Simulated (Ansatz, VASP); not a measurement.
One calculation of CaMg, two programs

Contents of INCAR:

```
SYSTEM = CaMg
  PREC = Accurate
  ENCUT = 520
  EDIFF = 1E-6
  ISMEAR = 0
  SIGMA = 0.15
  LREAL = .False.
  LASPH = .True.
  NELM = 100
  ALGO = Fast
  ISIF = 2
  LWAVE = .False.
  LCHARG = .False.
  GGA = CA
  NBANDS = 13
```

Contents of KPOINTS:

```
Automatic mesh
0
Gamma
  18 18 10
  0 0 0
```

The input POSCAR:

```
CaMg
1.0
    3.4518317079      0.0000000000      0.0000000000
   -1.7259158540      2.9893739486      0.0000000000
    0.0000000000      0.0000000000      6.3489419797
Ca Mg
1 1
Direct
    0.0000000000      0.0000000000      0.5000000000
    0.6666666667      0.3333333333      0.0000000000
```

Input for Ansatz:

```yaml
crystal:
  lattice:
    - [3.4518317079, 0.0, 0.0]
    - [-1.725915854, 2.9893739486, 0.0]
    - [0.0, 0.0, 6.3489419797]
  atoms:
    - { symbol: Ca, position: [0.0, 0.0, 0.5] }
    - { symbol: Mg, position: [0.6666666667, 0.3333333333, 0.0] }
basis:
  ecutwfc: 420
kpoints:
  mp_grid: { grid: [18, 18, 10] }
hamiltonian:
  xc: lda
scf:
  occupations: { method: gaussian, width: 0.15 }
output:
  forces: true
  stress: true
  eigenvalues: true
```

Alike in both runs: task single point; functional LDA; k mesh 18 × 18 × 10; occupations gaussian, width 0.15 eV; no spin polarisation.

```csv
,VASP,Ansatz
version,VASP 6.6.1,Ansatz 0.2.0
potentials or method,"VASP PAW LDA potentials, release 64 (Ca_sv, Mg), cutoff 520 eV","scalar-relativistic, plane waves, PAW"
valence electrons in the cell,12,20
```

Ansatz gave:

| Quantity | Value |
| --- | --- |
| gap on the k mesh at the Fermi level (eV) | none |
| pressure (GPa) | -1.7 |
| traceless stress, the component that is largest in VASP (GPa) | -4.33 |

Q: Estimate VASP's values.

A: gap on the k mesh at the Fermi level (eV): none; pressure (GPa): -2.0; traceless stress, the component that is largest in VASP (GPa): -4.52.

LDA's correlation is that of Perdew and Zunger in VASP and of Perdew and Wang (1992) in Ansatz. A gap of «none» marks a metal or a gap that the smearing closes. VASP's potentials hold 12 valence electrons a cell and Ansatz's 20, so a difference there can come from the potentials and not from the codes.
